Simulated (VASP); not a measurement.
Wanted: the native input for a VASP 6.6.1 run.

| Property | Result |
| --- | --- |
| Task | single point |
| Functional | PBE |
| Dispersion | D3(BJ) |
| Potentials or basis | VASP PAW PBE potentials, release 64 (Li_sv) |
| Cutoff | 520 eV |
| k mesh | 3 × 3 × 3 |
| Occupations | fermi-dirac, width 0.1 eV |
| Spin | no spin polarisation |
| Dipole correction | no |
| Further INCAR settings | LREAL = Auto; ALGO = Normal; EDIFF = 1e-06; NBANDS = 38 |

The structure of Li lies in POSCAR:

```
Li
1.0
    6.9800000000      0.0000000000      0.0000000000
    0.0000000000      6.9800000000      0.0000000000
    0.0000000000      0.0000000000      6.9800000000
Li
16
Direct
   -0.0288681948      0.0185243553     -0.0239971347
    0.5569914040      0.0493982808     -0.0095558739
   -0.0180229226      0.4371489971      0.0098424069
   -0.0069770774      0.0221919771      0.5293839542
    0.2362320917      0.2377077364      0.2531088825
    0.4874928367      0.5038538682      0.0140114613
    0.4920773639     -0.0167765043      0.5077507163
    0.7672492837      0.2524641834      0.2292550143
   -0.0047851003      0.4906446991      0.4693839542
    0.1844985673      0.7757163324      0.2375358166
    0.2519340974      0.2326504298      0.7458452722
    0.5056446991      0.5126074499      0.5067621777
    0.7472349570      0.7540687679      0.2128796562
    0.7645558739      0.2566905444      0.7355587393
    0.1968911175      0.7862750716      0.7189684814
    0.7635816619      0.7383524355      0.7537249284
```

These files were run (other wordings do the same):

INCAR

```
SYSTEM = Li
PREC = Accurate
ENCUT = 520
EDIFF = 1E-6
ISMEAR = -1
SIGMA = 0.1
LREAL = Auto
LASPH = .TRUE.
NELM = 100
ALGO = Normal
ISIF = 2
LWAVE = .FALSE.
LCHARG = .FALSE.
GGA = PE
IVDW = 12
NBANDS = 38
```

KPOINTS

```
Automatic mesh
0
G
  3 3 3
  0 0 0
```

Potentials or basis: VASP PAW PBE potentials, release 64 (Li_sv).

The run is started by

```console
$ cat potpaw_PBE.64/Li_sv/POTCAR > POTCAR
$ mpirun -np 1 vasp_std > vasp.out
```

Results of the run:

The largest force is 0.704 eV/Å and the band gap on the k mesh is zero (bands 24 and 25 overlap by 0.46 eV). The dispersion energy per atom is -0.161 eV.

Wall time 2.7 min on 1 thread of Intel(R) Xeon(R) 6975P-C (Granite Rapids), on a shared host, peak memory 0.4 GiB.
